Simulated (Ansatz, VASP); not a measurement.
P in VASP and in Ansatz

```xyz
2
Lattice="2.4247 0.0000 0.0000 0.0000 2.4385 0.0000 -0.0203 0.0000 4.8524" Properties=species:S:1:pos:R:3 pbc="T T T"
P    -0.0152    0.0000    3.6365
P     2.4196    0.0000    1.2159
```

Alike in both runs: functional r2SCAN0; k mesh 6 × 6 × 3; occupations fermi-dirac, width 0.05 eV; no spin polarisation.

|  | VASP | Ansatz |
| --- | --- | --- |
| version | VASP 6.6.1 | Ansatz 0.2.0 |
| potentials or method | VASP PAW PBE potentials, release 64 (P) | Ansatz PAW |
| plane-wave cutoff (eV) | 520 | 500 |
| valence electrons in the cell | 10 | 10 |
| task | single point | projected density of states |

Ansatz gave:

| Item | Value |
| --- | --- |
| gap on the k mesh at the Fermi level (eV) | none |
| pressure (GPa) | -2.3 |
| traceless stress, the component that is largest in VASP (GPa) | 4.43 |
| rms of the force components (eV/Å) | 0.009 |

Q: Which values does VASP return?

A: gap on the k mesh at the Fermi level (eV): none; pressure (GPa): -3.4; traceless stress, the component that is largest in VASP (GPa): 4.40; rms of the force components (eV/Å): 0.008.

VASP's potentials were made for PBE, not for r2SCAN0. Atom by atom the forces differ by 0.001 eV/Å (rms over components). A gap of «none» marks a metal or a gap that the smearing closes.

The k mesh is coarse, so the values compare programs but aren't converged.
